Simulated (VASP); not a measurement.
# Ti8HO16 (a cell with a defect) in VASP: single point with PBE

Aim: the single point of Ti8HO16 (a cell with a defect) with PBE.

Everything below comes from runs of VASP 6.6.1. Logs are shortened: lines on timing, memory, paths and dates and some standing lists are left out, and cuts for length are marked.

## Step 1: The cell of the first run

The cell holds a defect, 25 atoms: a = 6.567 Å, b = 6.567 Å, c = 7.530 Å, α = 115.85°, β = 115.85°, γ = 90.00°.

## Step 2: Single point, PBE

Contents of INCAR:

```
PREC = Accurate ; ENCUT = 520
EDIFF = 1E-7 ; ISMEAR = 0
SIGMA = 0.02 ; LREAL = Auto
LASPH = T ; NELM = 80
ALGO = Normal ; ISIF = 2
LWAVE = F ; LCHARG = F
GGA = PE ; NBANDS = 114
NELECT = 192.0
```

Contents of KPOINTS:

```
Automatic mesh
0
Gamma
  3 3 3
```

Contents of POSCAR:

```
Ti8HO16
1.0
    4.6433175447     -4.6433175447      0.0000000000
   -4.6433175447     -4.6433175447      0.0000000000
    0.0000000000      4.6433175447     -5.9277360028
Ti O H
8 16 1
Direct
    0.5240242083      0.0168661306      0.0138766301
    0.2586512594      0.7527006062      0.4860294046
   -0.0230699431      0.4970144527     -0.0016309768
    0.7297257859      0.2485487011      0.5015280705
    0.1238435144      0.1320075049      0.2501158957
    0.9015249537      0.8810251712      0.7500575258
    0.6221391600      0.6321130633      0.2501985580
    0.3471223855      0.3548737399      0.7499760445
    0.6364592144      0.9301391075      0.2492789826
    0.4335164252      0.6643757171      0.7499161565
    0.1371312019      0.4307951581      0.2507115700
    0.8872390265      0.1831555843      0.7499704774
    0.0535892466      0.2633020200      0.5007949070
    0.8096017483      1.0176672081      1.0029324850
    0.5566772248      0.7646102362      0.4969811406
    0.3028947757      0.5125584462      0.9992099846
    0.1990141616      0.9849950826     -0.0019408759
    0.9512560864      0.7370719411      0.5020270806
    0.6939670808      0.4824575317      0.0027303848
    0.4411388337      0.2296807565      0.4971235221
    0.6154974641      0.3200231643      0.2516085398
    0.3625716267      0.0618256651      0.7499935891
    0.1139041365      0.8183857853      0.2484812075
    0.8364658248      0.5755670196      0.7499137947
    0.5863759263      0.6364956947      0.7498372056
```

Potentials or basis: VASP PAW PBE potentials, release 64 (Ti_sv, O, H).

Command:

```sh
$ cat potpaw_PBE.64/Ti_sv/POTCAR potpaw_PBE.64/O/POTCAR potpaw_PBE.64/H/POTCAR > POTCAR
$ mpirun -np 1 vasp_std > vasp.out
```

OUTCAR:

```text
PREC = Accurate
   ENCUT = 520
   EDIFF = 1E-7
   ISMEAR = 0
   LREAL = Auto
   LASPH = T
   NELM = 80
   ISIF = 2
   GGA = PE
   NELECT = 192.0

 ion  position               nearest neighbor table
   1  0.524  0.017  0.014-  21 1.87  14 1.91   9 1.94  22 1.96  17 2.09  10 2.15   4 2.90
   2  0.259  0.753  0.486-  23 1.87  15 1.92  11 1.94  22 1.96  18 2.08  10 2.15   3 2.90
   3  0.977  0.497  0.998-  19 1.88  12 1.94  23 1.97  11 1.97  24 1.99  16 2.14   2 2.90
   4  0.730  0.249  0.502-  20 1.88  12 1.94  21 1.97   9 1.97  24 1.99  13 2.13   1 2.90
   5  0.124  0.132  0.250-  14 1.93  20 1.95  11 1.96  13 1.96  17 2.00  23 2.05
   6  0.902  0.881  0.750-  17 1.86  18 1.87  12 1.99  24 2.05  14 2.08  15 2.08
   7  0.622  0.632  0.250-  15 1.92  19 1.96  16 1.96   9 1.96  18 2.01  21 2.05
   8  0.347  0.355  0.750-  16 1.86  13 1.86  22 1.93  19 2.08  20 2.08  10 2.11
   9  0.636  0.930  0.249-   1 1.94   7 1.96   4 1.97
  10  0.434  0.664  0.750-  25 1.02   8 2.11   2 2.15   1 2.15
  11  0.137  0.431  0.251-   2 1.94   5 1.96   3 1.97
  12  0.887  0.183  0.750-   4 1.94   3 1.94   6 1.99
  13  0.054  0.263  0.501-   8 1.86   5 1.96   4 2.13
  14  0.810  0.018  0.003-   1 1.91   5 1.93   6 2.08
  15  0.557  0.765  0.497-   7 1.92   2 1.92   6 2.08
  16  0.303  0.513  0.999-   8 1.86   7 1.96   3 2.14
  17  0.199  0.985  0.998-   6 1.86   5 2.00   1 2.09
  18  0.951  0.737  0.502-   6 1.87   7 2.01   2 2.08
  19  0.694  0.482  0.003-   3 1.88   7 1.96   8 2.08
  20  0.441  0.230  0.497-   4 1.88   5 1.95   8 2.08
  21  0.615  0.320  0.252-   1 1.87   4 1.97   7 2.05
  22  0.363  0.062  0.750-   8 1.93   1 1.96   2 1.96
  23  0.114  0.818  0.248-   2 1.87   3 1.97   5 2.05
  24  0.836  0.576  0.750-   3 1.99   4 1.99   6 2.05
  25  0.586  0.636  0.750-  10 1.02

  LATTYP: Found a body centered tetragonal cell.
 ALAT       =     6.5666426461
 C/A-ratio  =     1.8054084324

  Lattice vectors:

 A1 = (   4.6433175447,   0.0000000000,   5.9277360028)
 A2 = (  -4.6433175447,   0.0000000000,   5.9277360028)
 A3 = (   0.0000000000,  -4.6433175447,  -5.9277360028)

Analysis of symmetry for initial positions (statically):
=====================================================================
 Subroutine PRICEL returns:
 Original cell was already a primitive cell.

 Routine SETGRP: Setting up the symmetry group for a
 body centered tetragonal supercell.

 Subroutine GETGRP returns: Found  1 space group operations
 (whereof  1 operations were pure point group operations)
 out of a pool of 16 trial point group operations.

The static configuration has the point symmetry C_1 .

Analysis of symmetry for dynamics (positions and initial velocities):
=====================================================================
 Subroutine PRICEL returns:
 Original cell was already a primitive cell.

 Routine SETGRP: Setting up the symmetry group for a
 body centered tetragonal supercell.

 Subroutine GETGRP returns: Found  1 space group operations
 (whereof  1 operations were pure point group operations)
 out of a pool of 16 trial point group operations.

The dynamic configuration has the point symmetry C_1 .

 Subroutine INISYM returns: Found  1 space group operations
 (whereof  1 operations are pure point group operations),
 and found     1 'primitive' translations

----------------------------------------------------------------------------------------

                                     Primitive cell

  volume of cell :     255.6087

  direct lattice vectors                    reciprocal lattice vectors
     4.643317545 -4.643317545  0.000000000     0.107681630 -0.107681630 -0.084349235
    -4.643317545 -4.643317545  0.000000000    -0.107681630 -0.107681630 -0.084349235
     0.000000000  4.643317545 -5.927736003     0.000000000  0.000000000 -0.168698471

  length of vectors
     6.566642646  6.566642646  7.529837444     0.174084635  0.174084635  0.168698471

  position of ions in fractional coordinates (direct lattice)
     0.524024208  0.016866131  0.013876630
     0.258651259  0.752700606  0.486029405
     0.976930057  0.497014453  0.998369023
     0.729725786  0.248548701  0.501528071
     0.123843514  0.132007505  0.250115896
     0.901524954  0.881025171  0.750057526
[... 17 lines left out ...]
     0.836465825  0.575567020  0.749913795
     0.586375926  0.636495695  0.749837206

  ion indices of the primitive-cell ions
   primitive index   ion index
                 1           1
                 2           2
                 3           3
                 4           4
                 5           5
                 6           6
[... 17 lines left out ...]
                24          24
                25          25

----------------------------------------------------------------------------------------

 KPOINTS: Automatic mesh

Automatic generation of k-mesh.
 Grid dimensions read from file:
 generate k-points for:    3    3    3

 Generating k-lattice:

  Cartesian coordinates                     Fractional coordinates (reciprocal lattice)
     0.035893877 -0.035893877 -0.028116412     0.333333333  0.000000000  0.000000000
    -0.035893877 -0.035893877 -0.028116412     0.000000000  0.333333333  0.000000000
     0.000000000  0.000000000 -0.056232824     0.000000000  0.000000000  0.333333333

  Length of vectors
     0.058028212  0.058028212  0.056232824

  Shift w.r.t. Gamma in fractional coordinates (k-lattice)
     0.000000000  0.000000000  0.000000000

 Subroutine IBZKPT returns following result:
 ===========================================

 Found     14 irreducible k-points:

 Following reciprocal coordinates:
            Coordinates               Weight
  0.000000  0.000000  0.000000      1.000000
  0.333333  0.000000  0.000000      2.000000
  0.000000 -0.333333  0.333333      2.000000
 -0.333333  0.000000  0.333333      2.000000
  0.000000  0.333333  0.000000      2.000000
  0.333333  0.333333  0.000000      2.000000
  0.333333 -0.333333  0.333333      2.000000
 -0.333333 -0.333333 -0.333333      2.000000
 -0.333333  0.333333  0.333333      2.000000
 -0.333333  0.333333  0.000000      2.000000
  0.333333  0.333333 -0.333333      2.000000
  0.000000  0.000000  0.333333      2.000000
  0.333333  0.000000  0.333333      2.000000
  0.000000 -0.333333 -0.333333      2.000000
   k-points           NKPTS =     14   k-points in BZ     NKDIM =     14   number of bands    NBANDS=    114
   number of dos      NEDOS =    301   number of ions     NIONS =     25
   total plane-waves  NPLWV = 140000
   dimension x,y,z NGX =    50 NGY =   50 NGZ =   56
   dimension x,y,z NGXF=   100 NGYF=  100 NGZF=  112
   ions per type =               8  16   1
   NGX,Y,Z   is equivalent  to a cutoff of  12.66, 12.66, 12.36 a.u.
   NGXF,Y,Z  is equivalent  to a cutoff of  25.32, 25.32, 24.73 a.u.
 SYSTEM =  unknown system
   PREC   = accura    normal or accurate (medium, high low for compatibility)
   ISTART =      0    job   : 0-new  1-cont  2-samecut
   ICHARG =      2    charge: 1-file 2-atom 10-const
   ISPIN  =      1    spin polarized calculation?
   LNONCOLLINEAR =      F non collinear calculations
   LSORBIT =      F    spin-orbit coupling
   LASPH  =      T    aspherical Exc in radial PAW
   ENCUT  =  520.0 eV  38.22 Ry    6.18 a.u.  12.21 12.21 14.00*2*pi/ulx,y,z
   NELM   =     80;   NELMIN=  2; NELMDL= -5     # of ELM steps
   EDIFF  = 0.1E-06   stopping-criterion for ELM
   LREAL  =      T    real-space projection
   EDIFFG = 0.1E-05   stopping-criterion for IOM
   NSW    =      0    number of steps for IOM
   IBRION =     -1    ionic relax: 0-MD 1-quasi-New 2-CG
   NFREE  =      0    steps in history (QN), initial steepest desc. (CG)
   ISIF   =      2    stress and relaxation
   ISYM   =      2    0-nonsym 1-usesym 2-fastsym
   POTIM  = 0.5000    time-step for ionic-motion
   TEBEG  =    0.0;   TEEND  =   0.0 temperature during run
   PSTRESS=    0.0 pullay stress
   NELECT =     192.0000    total number of electrons
   NUPDOWN=      -1.0000    fix difference up-down
   EMIN   =  10.00;   EMAX   =-10.00  energy-range for DOS
   EFERMI =   0.00;   METHOD = LEGACY
   ISMEAR =     0;   SIGMA  =   0.02  broadening in eV -4-tet -1-fermi 0-gaus
   EFERMI_NEDOS =   21; number of points for ismear=-14 and -15
   IALGO  =     38    algorithm
   IMIX   =      4    mixing-type and parameters
     AMIX     =   0.40;   BMIX     =  1.00
     AMIX_MAG =   1.60;   BMIX_MAG =  1.00
  volume/ion in A,a.u.               =      10.22        69.00
  Fermi-wavevector in a.u.,A,eV,Ry     =   1.488161  2.812217 30.131793  2.214624
  Thomas-Fermi vector in A             =   2.601231
   LORBIT       =      0    0 simple, 1 ext, 2 COOP (PROOUT), +10 PAW based schemes
   GGA     = PE    functional components
   LHFCALC =     F    Hartree Fock is set to
   AEXX    =    0.0000 exact exchange contribution
   IVDW    =     0    specifies the selected vdW correction
   LEPSILON=     F    determine dielectric tensor
   LRPA    =     F    only Hartree local field effects (RPA)
 non-spin polarized calculation
 Gauss-broadening in eV      SIGMA  =   0.02
  energy-cutoff  :      520.00
  volume of cell :      255.61
 maximum number of plane-waves:      6906
 NGX is ok and might be reduce to    50
   NGX = 25   NGY = 25   NGZ = 27

 number of electron     191.9999999 magnetization

 Free energy of the ion-electron system (eV)
  ---------------------------------------------------
  ext. energy  EPLUGINS =         0.00000000
  ---------------------------------------------------
  free energy    TOTEN  =      -224.42814708 eV

  energy without entropy =     -224.42814708  energy(sigma->0) =     -224.42814708

 E-fermi :   4.5777     XC(G=0): -11.2815

 val. band max:        4.4350649765   @ k =   0.0000   0.0000   0.0000
 cond. band min:       6.5757717980   @ k =   0.0000   0.0000   0.0000
 fundamental gap:      2.1407068215
 Fermi energy:         4.5776983931

 k-point     1 :       0.0000    0.0000    0.0000
  band No.  band energies     occupation
      1     -52.3024      2.00000
      2     -52.2975      2.00000
      3     -52.2725      2.00000
      4     -52.2615      2.00000
      5     -52.2416      2.00000
      6     -52.2213      2.00000
[... 100 lines left out ...]
    107       7.5562      0.00000
    108       7.6124      0.00000
[... 1441 lines left out ...]
    107       7.5734      0.00000
    108       7.6211      0.00000
 [bands above 108 left out]

------------------------ aborting loop because EDIFF is reached ----------------------------------------

  FORCE on cell =-STRESS in cart. coord.  units (eV):
  Direction    XX          YY          ZZ          XY          YZ          ZX
  --------------------------------------------------------------------------------------
  -------------------------------------------------------------------------------------
  Total      -11.1321295     -4.3264311     -3.2829008      1.1555666      0.0006525     -0.0049848
  in kB      -69.7771476    -27.1184433    -20.5775054      7.2431909      0.0040902     -0.0312452
  external PRESSURE =     -39.1576988 kB  Pullay stress =       0.0000000 kB

 VOLUME and BASIS-vectors are now :
 -----------------------------------------------------------------------------
  energy-cutoff  :      520.00
  volume of cell :      255.61
      direct lattice vectors                 reciprocal lattice vectors
     4.643317545 -4.643317545  0.000000000     0.107681630 -0.107681630 -0.084349235
    -4.643317545 -4.643317545  0.000000000    -0.107681630 -0.107681630 -0.084349235
     0.000000000  4.643317545 -5.927736003     0.000000000  0.000000000 -0.168698471

 POSITION                                       TOTAL-FORCE (eV/Angst)
 -----------------------------------------------------------------------------------
      2.35490     -2.44709     -0.08226        -0.043753      0.017071     -0.022397
     -2.29403     -2.43924     -2.88105        -0.042818      0.001148      0.030874
      2.22840     -2.20825     -5.91807        -0.010827     -0.042307      0.095675
      2.23426     -2.21369     -2.97293        -0.016736     -0.038770     -0.097086
     -0.03791     -0.02663     -1.48262        -0.052469     -0.063912      0.015351
      0.09519     -4.79419     -4.44614         0.030630      0.073187      0.002651
[... 17 lines left out ...]
      1.21144     -3.07443     -4.44529         0.302487     -0.188299     -0.003383
     -0.23272     -2.19645     -4.44484        -0.393737      0.195608      0.003048
 -----------------------------------------------------------------------------------
    total drift:                                0.009408      0.006286     -0.000548

  FREE ENERGIE OF THE ION-ELECTRON SYSTEM (eV)
  ---------------------------------------------------
  free  energy   TOTEN  =      -224.4281470753 eV

  energy  without entropy=     -224.4281470753  energy(sigma->0) =     -224.42814708
```

It took 20 min on 1 thread of AMD EPYC 7R13, shared host; peak memory 0.49 GiB.

What came out:

```
Free energy   : -224.4281 eV
Largest force : 0.440 eV/Å
```

Forces on the atoms (eV/Å):
```
Ti  -0.044  0.017 -0.022
Ti  -0.043  0.001  0.031
Ti  -0.011 -0.042  0.096
Ti  -0.017 -0.039 -0.097
Ti  -0.052 -0.064  0.015
Ti   0.031  0.073  0.003
Ti  -0.036 -0.067  0.001
Ti   0.059  0.020  0.002
O    0.036  0.028 -0.003
O   -0.047  0.094 -0.002
O    0.039  0.031  0.000
O    0.066  0.042  0.000
O    0.006  0.032  0.041
O    0.039  0.042  0.040
O    0.030  0.052 -0.047
O    0.000  0.035 -0.042
O    0.035 -0.053 -0.045
O    0.028 -0.045  0.038
O   -0.007 -0.008  0.028
O    0.006 -0.022 -0.037
O   -0.021 -0.068 -0.037
O    0.016 -0.002  0.001
O   -0.023 -0.064  0.036
O    0.302 -0.188 -0.003
H   -0.394  0.196  0.003
```

Caveat: the cell carries a net charge on a neutralising background, which shifts energy and pressure; the cell is charged against a uniform background, so pressure and absolute levels hang on convention.
